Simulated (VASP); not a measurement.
A run of VASP 6.6.1 is set up as follows.

INCAR

```
PREC = Accurate
ENCUT = 520
EDIFF = 1E-8
ISMEAR = -1
SIGMA = 0.08
LREAL = F
LASPH = T
NELM = 100
ALGO = Normal
ISIF = 2
LWAVE = F
LCHARG = F
GGA = PE
LEFG = T
NBANDS = 30
```

KPOINTS

```
Automatic mesh
0
Gamma
  14 14 4
```

The input POSCAR:

```
Ag
1.0
    2.8957876797      0.0000000000      0.0000000000
   -1.4478938399      2.5078256947      0.0000000000
    0.0000000000      0.0000000000     10.0332228354
Ag
4
Direct
    0.3333333333      0.6666666667      0.2500000000
    0.6666666667      0.3333333333      0.7500000000
    0.0000000000      0.0000000000      0.0000000000
    0.0000000000      0.0000000000      0.5000000000
```

Potentials or basis: VASP PAW PBE potentials, release 64 (Ag).

The run is started by

```bash
$ cat potpaw_PBE.64/Ag/POTCAR > POTCAR
$ mpirun -np 1 vasp_std > vasp.out
```

(1) Predict the band gap on the k mesh.

(2) What does it give for the pressure?

Results:

(1) zero (bands 22 and 23 overlap by 6.08 eV).

(2) -1.3 GPa.

Caveat: without QUAD_EFG the Cq values of the log hold for a quadrupole moment of 1 mb, not for the nuclei.
